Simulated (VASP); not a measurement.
# W4C3 in VASP: relaxation of the atoms with PBEsol

Aim: the relaxation of the atoms of W4C3 with PBEsol.

Program: VASP 6.6.1. These are calculated values, not measurements. Logs are shortened: lines on timing, memory, paths and dates and some standing lists are left out, and cuts for length are marked.

## Step 1: The cell of the first run

The cell holds a slab with vacuum, 7 atoms: a = 2.898 Å, b = 2.898 Å, c = 23.483 Å, α = 90.00°, β = 90.00°, γ = 120.00°.

## Step 2: Relaxation of the atoms, PBEsol

INCAR reads:

```
PREC = Accurate
ENCUT = 520
EDIFF = 1E-6
ISMEAR = 0
SIGMA = 0.1
LREAL = F
LASPH = T
NELM = 100
ALGO = Normal
ISIF = 2
LWAVE = F
LCHARG = F
LDIPOL = T
IDIPOL = 3
DIPOL = 0.5 0.5 0.500
GGA = PS
IBRION = 2
NSW = 80
EDIFFG = -0.02
```

KPOINTS reads:

```
Automatic mesh
0
Gamma
  12 12 1
```

POSCAR reads:

```
W4C3
1.0
    2.8984136656      0.0000000000      0.0000000000
   -1.4492068328      2.5100998651      0.0000000000
    0.0000000000      0.0000000000     23.4828357183
W C
4 3
Direct
    0.0000000000      0.0000000000      0.3193822113
    0.0000000000      0.0000000000      0.4397940704
    0.0000000000      0.0000000000      0.5602059296
    0.0000000000      0.0000000000      0.6806177887
    0.6666666667      0.3333333333      0.3795881409
    0.6666666667      0.3333333333      0.5000000000
    0.6666666667      0.3333333333      0.6204118591
```

Potentials or basis: VASP PAW PBE potentials, release 64 (W_sv, C).

On the command line:

```
> cat potpaw_PBE.64/W_sv/POTCAR potpaw_PBE.64/C/POTCAR > POTCAR
> mpirun -np 1 vasp_std > vasp.out
```

OUTCAR:

```text
PREC = Accurate
   ENCUT = 520
   EDIFF = 1E-6
   ISMEAR = 0
   LREAL = F
   LASPH = T
   NELM = 100
   ISIF = 2
   GGA = PS
   IBRION = 2
   NSW = 80
   EDIFFG = -0.02

 ion  position               nearest neighbor table
   1  0.000  0.000  0.319-   5 2.19   5 2.19   5 2.19   2 2.83
   2  0.000  0.000  0.440-   5 2.19   5 2.19   5 2.19   6 2.19   6 2.19   6 2.19   1 2.83   3 2.83

   3  0.000  0.000  0.560-   7 2.19   7 2.19   7 2.19   6 2.19   6 2.19   6 2.19   4 2.83   2 2.83

   4  0.000  0.000  0.681-   7 2.19   7 2.19   7 2.19   3 2.83
   5  0.667  0.333  0.380-   2 2.19   2 2.19   2 2.19   1 2.19   1 2.19   1 2.19
   6  0.667  0.333  0.500-   2 2.19   3 2.19   2 2.19   3 2.19   2 2.19   3 2.19
   7  0.667  0.333  0.620-   3 2.19   3 2.19   3 2.19   4 2.19   4 2.19   4 2.19

  LATTYP: Found a hexagonal cell.
 ALAT       =     2.8984136656
 C/A-ratio  =     8.1019614270

  Lattice vectors:

 A1 = (   2.8984136656,   0.0000000000,   0.0000000000)
 A2 = (  -1.4492068328,   2.5100998651,   0.0000000000)
 A3 = (   0.0000000000,   0.0000000000,  23.4828357183)

Analysis of symmetry for initial positions (statically):
=====================================================================
 Subroutine PRICEL returns:
 Original cell was already a primitive cell.

 Routine SETGRP: Setting up the symmetry group for a
 hexagonal supercell.

 Subroutine GETGRP returns: Found 12 space group operations
 (whereof 12 operations were pure point group operations)
 out of a pool of 24 trial point group operations.

The static configuration has the point symmetry D_3h.

Analysis of symmetry for dynamics (positions and initial velocities):
=====================================================================
 Subroutine PRICEL returns:
 Original cell was already a primitive cell.

 Routine SETGRP: Setting up the symmetry group for a
 hexagonal supercell.

 Subroutine GETGRP returns: Found 12 space group operations
 (whereof 12 operations were pure point group operations)
 out of a pool of 24 trial point group operations.

The dynamic configuration has the point symmetry D_3h.

 Subroutine INISYM returns: Found 12 space group operations
 (whereof 12 operations are pure point group operations),
 and found     1 'primitive' translations

----------------------------------------------------------------------------------------

                                     Primitive cell

  volume of cell :     170.8449

  direct lattice vectors                    reciprocal lattice vectors
     2.898413666  0.000000000  0.000000000     0.345016314  0.199195262  0.000000000
    -1.449206833  2.510099865  0.000000000     0.000000000  0.398390524  0.000000000
     0.000000000  0.000000000 23.482835718     0.000000000  0.000000000  0.042584295

  length of vectors
     2.898413666  2.898413666 23.482835718     0.398390524  0.398390524  0.042584295

  position of ions in fractional coordinates (direct lattice)
     0.000000000  0.000000000  0.319382211
     0.000000000  0.000000000  0.439794070
     0.000000000  0.000000000  0.560205930
     0.000000000  0.000000000  0.680617789
     0.666666667  0.333333333  0.379588141
     0.666666667  0.333333333  0.500000000
     0.666666667  0.333333333  0.620411859

  ion indices of the primitive-cell ions
   primitive index   ion index
                 1           1
                 2           2
                 3           3
                 4           4
                 5           5
                 6           6
                 7           7

----------------------------------------------------------------------------------------

 KPOINTS: Automatic mesh

Automatic generation of k-mesh.
 Grid dimensions read from file:
[... 23 lines left out ...]
  0.083333 -0.000000  0.000000      6.000000
  0.166667 -0.000000  0.000000      6.000000
  0.250000 -0.000000  0.000000      6.000000
  0.333333 -0.000000  0.000000      6.000000
  0.416667 -0.000000  0.000000      6.000000
[... 11 lines left out ...]
  0.333333  0.250000  0.000000     12.000000
  0.333333  0.333333  0.000000      2.000000
   k-points           NKPTS =     19   k-points in BZ     NKDIM =     19   number of bands    NBANDS=     40
   number of dos      NEDOS =    301   number of ions     NIONS =      7
   total plane-waves  NPLWV = 103680
   dimension x,y,z NGX =    24 NGY =   24 NGZ =  180
   dimension x,y,z NGXF=    48 NGYF=   48 NGZF=  360
   ions per type =               4   3
   NGX,Y,Z   is equivalent  to a cutoff of  13.77, 13.77, 12.74 a.u.
   NGXF,Y,Z  is equivalent  to a cutoff of  27.53, 27.53, 25.49 a.u.
 SYSTEM =  unknown system
   PREC   = accura    normal or accurate (medium, high low for compatibility)
   ISTART =      0    job   : 0-new  1-cont  2-samecut
   ICHARG =      2    charge: 1-file 2-atom 10-const
   ISPIN  =      1    spin polarized calculation?
   LNONCOLLINEAR =      F non collinear calculations
   LSORBIT =      F    spin-orbit coupling
   LASPH  =      T    aspherical Exc in radial PAW
   ENCUT  =  520.0 eV  38.22 Ry    6.18 a.u.   5.39  5.39 43.66*2*pi/ulx,y,z
   NELM   =    100;   NELMIN=  2; NELMDL= -5     # of ELM steps
   EDIFF  = 0.1E-05   stopping-criterion for ELM
   LREAL  =      F    real-space projection
   EDIFFG = -.2E-01   stopping-criterion for IOM
   NSW    =     80    number of steps for IOM
   IBRION =      2    ionic relax: 0-MD 1-quasi-New 2-CG
   NFREE  =      1    steps in history (QN), initial steepest desc. (CG)
   ISIF   =      2    stress and relaxation
   ISYM   =      2    0-nonsym 1-usesym 2-fastsym
   POTIM  = 0.5000    time-step for ionic-motion
   TEBEG  =    0.0;   TEEND  =   0.0 temperature during run
   PSTRESS=    0.0 pullay stress
   NELECT =      68.0000    total number of electrons
   NUPDOWN=      -1.0000    fix difference up-down
   EMIN   =  10.00;   EMAX   =-10.00  energy-range for DOS
   EFERMI =   0.00;   METHOD = LEGACY
   ISMEAR =     0;   SIGMA  =   0.10  broadening in eV -4-tet -1-fermi 0-gaus
   EFERMI_NEDOS =   21; number of points for ismear=-14 and -15
   IALGO  =     38    algorithm
   IMIX   =      4    mixing-type and parameters
     AMIX     =   0.40;   BMIX     =  1.00
     AMIX_MAG =   1.60;   BMIX_MAG =  1.00
  volume/ion in A,a.u.               =      24.41       164.70
  Fermi-wavevector in a.u.,A,eV,Ry     =   1.204233  2.275670 19.730855  1.450177
  Thomas-Fermi vector in A             =   2.339964
   LORBIT       =      0    0 simple, 1 ext, 2 COOP (PROOUT), +10 PAW based schemes
   GGA     = PS    functional components
   LHFCALC =     F    Hartree Fock is set to
   AEXX    =    0.0000 exact exchange contribution
   IVDW    =     0    specifies the selected vdW correction
   LEPSILON=     F    determine dielectric tensor
   LRPA    =     F    only Hartree local field effects (RPA)
 conjugate gradient relaxation of ions
 non-spin polarized calculation
 Gauss-broadening in eV      SIGMA  =   0.10
  energy-cutoff  :      520.00
  volume of cell :      170.84
 maximum number of plane-waves:      4671
 NGX is ok and might be reduce to    24
   NGX = 11   NGY = 11   NGZ = 87

--------------------------------------- Ionic step        1  -------------------------------------------

 number of electron      67.9999999 magnetization

 Free energy of the ion-electron system (eV)
  ---------------------------------------------------
  ext. energy  EPLUGINS =         0.00000000
  ---------------------------------------------------
  free energy    TOTEN  =       -82.11670499 eV

  energy without entropy =      -82.10246124  energy(sigma->0) =      -82.10958312

------------------------ aborting loop because EDIFF is reached ----------------------------------------

  FORCE on cell =-STRESS in cart. coord.  units (eV):
  Direction    XX          YY          ZZ          XY          YZ          ZX
  --------------------------------------------------------------------------------------
  -------------------------------------------------------------------------------------
  Total       -5.9637183     -5.9637183     -3.3965196      0.0000000      0.0000000     -0.0000000
  in kB      -55.9275501    -55.9275501    -31.8524471      0.0000000      0.0000000     -0.0000000
  external PRESSURE =     -47.9025157 kB  Pullay stress =       0.0000000 kB
[... 192 lines left out ...]
--------------------------------------- Ionic step        6  -------------------------------------------

 number of electron      67.9999996 magnetization

 dipolmoment           0.000000      0.000000     -0.000000 electrons x Angstroem

------------------------ aborting loop because EDIFF is reached ----------------------------------------

  FORCE on cell =-STRESS in cart. coord.  units (eV):
  Direction    XX          YY          ZZ          XY          YZ          ZX
  --------------------------------------------------------------------------------------
  -------------------------------------------------------------------------------------
  Total       -5.2242056     -5.2242056     -0.3617960      0.0000000      0.0000000      0.0000000
  in kB      -48.9924251    -48.9924251     -3.3929110      0.0000000      0.0000000      0.0000000
  external PRESSURE =     -33.7925871 kB  Pullay stress =       0.0000000 kB
[... 28 lines left out ...]
--------------------------------------- Ionic step        7  -------------------------------------------

 number of electron      67.9999996 magnetization

 dipolmoment           0.000000      0.000000      0.000000 electrons x Angstroem

 Free energy of the ion-electron system (eV)
  ---------------------------------------------------
  ext. energy  EPLUGINS =         0.00000000
  ---------------------------------------------------
  free energy    TOTEN  =       -82.18285470 eV

  energy without entropy =      -82.16931823  energy(sigma->0) =      -82.17608646

 E-fermi :   2.5456     XC(G=0):  -7.2153

 val. band max:        2.4466928934   @ k =   0.4167  -0.0000   0.0000
 cond. band min:       2.5627627358   @ k =   0.4167   0.0833   0.0000
 fundamental gap:      0.1160698424
 Fermi energy:         2.5455626577

 k-point     1 :       0.0000    0.0000    0.0000
  band No.  band energies     occupation
      1     -71.7776      2.00000
      2     -71.7568      2.00000
      3     -71.5649      2.00000
      4     -71.5648      2.00000
      5     -36.4911      2.00000
      6     -36.2458      2.00000
[... 806 lines left out ...]
     39       5.3025      0.00000
     40       6.1145      0.00000

------------------------ aborting loop because EDIFF is reached ----------------------------------------

 vacuum level on the upper side and lower side of the slab       (xc-potential included)        -0.015        -0.015

  FORCE on cell =-STRESS in cart. coord.  units (eV):
  Direction    XX          YY          ZZ          XY          YZ          ZX
  --------------------------------------------------------------------------------------
  -------------------------------------------------------------------------------------
  Total       -5.1851863     -5.1851863     -0.1154117     -0.0000000      0.0000000      0.0000000
  in kB      -48.6265032    -48.6265032     -1.0823266     -0.0000000      0.0000000      0.0000000
  external PRESSURE =     -32.7784443 kB  Pullay stress =       0.0000000 kB
[... 22 lines left out ...]
  FREE ENERGIE OF THE ION-ELECTRON SYSTEM (eV)
  ---------------------------------------------------
  free  energy   TOTEN  =       -82.1828546974 eV

  energy  without entropy=      -82.1693182258  energy(sigma->0) =      -82.17608646

 reached required accuracy - stopping structural energy minimisation

 vacuum level on the upper side and lower side of the slab         7.500         7.500
```

Wall time 9.1 min (1 thread of Intel Xeon Platinum 8488C (Sapphire Rapids), shared host); peak memory 0.37 GiB.

What came out:

```yaml
Free_energy: -82.1829 eV
Energy_gained_by_relaxing: 9.4 meV/atom
Ionic_steps: 7
Largest_force_after_relaxing: 0.012 eV/Å
Band_gap_on_the_k_mesh: zero (bands 34 and 35 overlap by 0.83 eV)
```

Forces on the atoms (eV/Å):
```
W    0.000  0.000  0.012
W    0.000  0.000 -0.007
W    0.000  0.000  0.007
W    0.000  0.000 -0.012
C    0.000  0.000 -0.005
C    0.000  0.000  0.000
C    0.000  0.000  0.005
```

The path:
```csv
step,energy change (eV),largest force (eV/Å),pressure (GPa)
1,0.0000,1.0811,-4.79
2,-0.0421,0.6581,-2.63
3,-0.0640,0.2723,-3.49
4,-0.0643,0.2300,-3.34
5,-0.0659,0.0323,-3.41
6,-0.0660,0.0228,-3.38
7,-0.0661,0.0119,-3.28
```

Final structure:
```xyz
7
Lattice="2.8984 0.0000 0.0000 -1.4492 2.5101 0.0000 0.0000 0.0000 23.4828" Properties=species:S:1:pos:R:3 pbc="T T T"
W     2.8984    0.0000    7.5389
W     0.0000    0.0000   10.3238
W     0.0000    0.0000   13.1590
W     0.0000    0.0000   15.9439
C     1.4492    0.8367    8.8898
C     1.4492    0.8367   11.7414
C     1.4492    0.8367   14.5931
```

Caveat: the PAW data sets were made with another functional, which shifts forces and pressure a little; spin-orbit coupling is left out, which moves the levels of the heavy elements.

The gap in the log of VASP goes by the Fermi energy; the results here count the filled bands.